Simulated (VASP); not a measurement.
Input of a VASP 6.6.1 run:

Contents of INCAR:

```
SYSTEM = Pt
  PREC = Accurate
  ENCUT = 500
  EDIFF = 1E-6
  ISMEAR = -1
  SIGMA = 0.1
  LREAL = .FALSE.
  LASPH = .TRUE.
  NELM = 120
  ALGO = Normal
  ISIF = 2
  LWAVE = .FALSE.
  LCHARG = .FALSE.
  GGA = PS
  NBANDS = 11
  GGA_COMPAT = .FALSE.
```

The input KPOINTS:

```
Automatic mesh
0
G
  7 7 7
  0 0 0
```

The input POSCAR:

```
Pt
1.0
   -1.5599959435      1.5599959435      1.5599959435
    1.5599959435     -1.5599959435      1.5599959435
    1.5599959435      1.5599959435     -1.5599959435
Pt
1
Direct
    0.0000000000      0.0000000000      0.0000000000
```

Potentials or basis: VASP PAW PBE potentials, release 64 (Pt).

Run with:

```console
$ cat potpaw_PBE.64/Pt/POTCAR > POTCAR
$ mpirun -np 1 vasp_std > vasp.out
```

Q: Predict the band gap on the k mesh.

A: Zero (band 5 reaches 11.38 eV, above the bottom of band 6 at 9.69 eV).

Q: What does it give for the pressure?

A: -0.7 GPa.

Caveat: the k points lie up to 0.41 Å⁻¹ apart; the PAW data sets were made with another functional, which shifts forces and pressure a little; spin-orbit coupling is left out, which moves the levels of the heavy elements.
